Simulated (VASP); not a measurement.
A run of VASP 6.6.1 is set up as follows.

File INCAR:

```
ALGO = Normal ; EDIFF = 1E-6
ENCUT = 520 ; GGA = PE
ISIF = 2 ; ISMEAR = -1
LASPH = True ; LCHARG = False
LREAL = False ; LWAVE = False
NBANDS = 9 ; NELM = 60
PREC = Accurate ; SIGMA = 0.1
```

KPOINTS

```
k-points
0
Gamma
  16 16 16
```

POSCAR

```
S
1.0
   -1.2538507473      1.2538507473      1.2538507473
    1.2538507473     -1.2538507473      1.2538507473
    1.2538507473      1.2538507473     -1.2538507473
S
1
Direct
    0.0000000000      0.0000000000      0.0000000000
```

Potentials or basis: VASP PAW PBE potentials, release 64 (S).

The run is started by

```sh
$ cat potpaw_PBE.64/S/POTCAR > POTCAR
$ mpirun -np 1 vasp_std > vasp.out
```

Question: Estimate the pressure.

Answer: 214.9 GPa.

Question: Estimate the band gap on the k mesh.

Answer: Zero (bands 3 and 4 overlap by 19.39 eV).

Caveat: the cell stands under pressure.
